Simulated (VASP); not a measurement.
A run of VASP 6.6.1 is set up as follows.

File INCAR:

```
PREC = Accurate
ENCUT = 500
EDIFF = 1E-6
ISMEAR = 0
SIGMA = 0.01
LREAL = F
LASPH = T
NELM = 120
ALGO = Normal
ISIF = 2
LWAVE = F
LCHARG = F
GGA = PE
NBANDS = 16
GGA_COMPAT = F
```

KPOINTS

```
Automatic mesh
0
Gamma
  1 1 1
  0.5 0.5 0.5
```

The input POSCAR:

```
CdS
1.0
    0.0000000000      2.8505955800      2.8505955800
    2.8505955800      0.0000000000      2.8505955800
    2.8505955800      2.8505955800      0.0000000000
Cd S
1 1
Direct
    0.0000000000      0.0000000000      0.0000000000
    0.2693197300      0.2911388900      0.2516965400
```

Potentials or basis: VASP PAW PBE potentials, release 64 (Cd, S).

Run with:

```console
$ cat potpaw_PBE.64/Cd/POTCAR potpaw_PBE.64/S/POTCAR > POTCAR
$ mpirun -np 1 vasp_std > vasp.out
```

Q: Predict the band gap on the k mesh.

A: 3.24 eV, indirect (least direct gap 3.26 eV).

Q: What does it give for the pressure?

A: 14.1 GPa.

Q: What does it give for the largest force?

A: 1.264 eV/Å.

Forces in eV/Å, atoms in the order of the input:
```
Cd   0.665 -0.135  1.066
S   -0.665  0.135 -1.066
```

Caveat: the k points lie up to 1.91 Å⁻¹ apart; forces of over 1 eV/Å act on the atoms, so gaps and moduli don't describe the material at rest. A k mesh can miss the band edges.
